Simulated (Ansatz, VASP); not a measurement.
LiF: VASP beside Ansatz

INCAR

```
ALGO = Normal ; EDIFF = 1E-6
ENCUT = 520 ; GGA = PE
ISIF = 2 ; ISMEAR = 0
LASPH = T ; LCHARG = T
LELF = T ; LREAL = F
LVHAR = T ; LWAVE = F
NBANDS = 12 ; NELM = 100
PREC = Accurate ; SIGMA = 0.05
```

Contents of KPOINTS:

```
k-points
0
Gamma
  10 10 10
```

The input POSCAR:

```
LiF
1.0
    0.0000000000      2.0140000000      1.8528800000
    2.0140000000      0.0000000000      1.8528800000
    2.0140000000      2.0140000000      0.0000000000
Li F
1 1
Direct
    0.0000000000      0.0000000000      0.0000000000
    0.5000000000      0.5000000000      0.5000000000
```

Input for Ansatz:

```yaml
crystal:
  lattice:
    - [0.0, 2.014, 1.85288]
    - [2.014, 0.0, 1.85288]
    - [2.014, 2.014, 0.0]
  atoms:
    - { symbol: Li, position: [0.0, 0.0, 0.0] }
    - { symbol: F, position: [0.5, 0.5, 0.5] }
basis:
  ecutwfc: 420
kpoints:
  mp_grid: { grid: [10, 10, 10] }
hamiltonian:
  xc: pbe
scf:
  occupations: { method: gaussian, width: 0.05 }
output:
  forces: true
  stress: true
  eigenvalues: true
```

Change from the starting cell: strain +0.000 along x and y, -0.080 along z, atoms carried along.

Alike in both runs: task single point; functional PBE; k mesh 10 × 10 × 10; occupations gaussian, width 0.05 eV; no spin polarisation.

```csv
,VASP,Ansatz
version,VASP 6.6.1,Ansatz 0.2.0
potentials or method,"VASP PAW PBE potentials, release 64 (Li_sv, F), cutoff 520 eV","scalar-relativistic, plane waves, PAW"
valence electrons in the cell,10,10
```

|  | VASP | Ansatz | Ansatz less VASP |
| --- | --- | --- | --- |
| gap on the k mesh at the Fermi level (eV) | 9.76 | 9.76 | 0.000 |
| least direct gap on the mesh (eV) | 9.76 | 9.76 | 0.000 |

Noted on VASP's run: the cutoff is short for stress, so the pressure is rough.
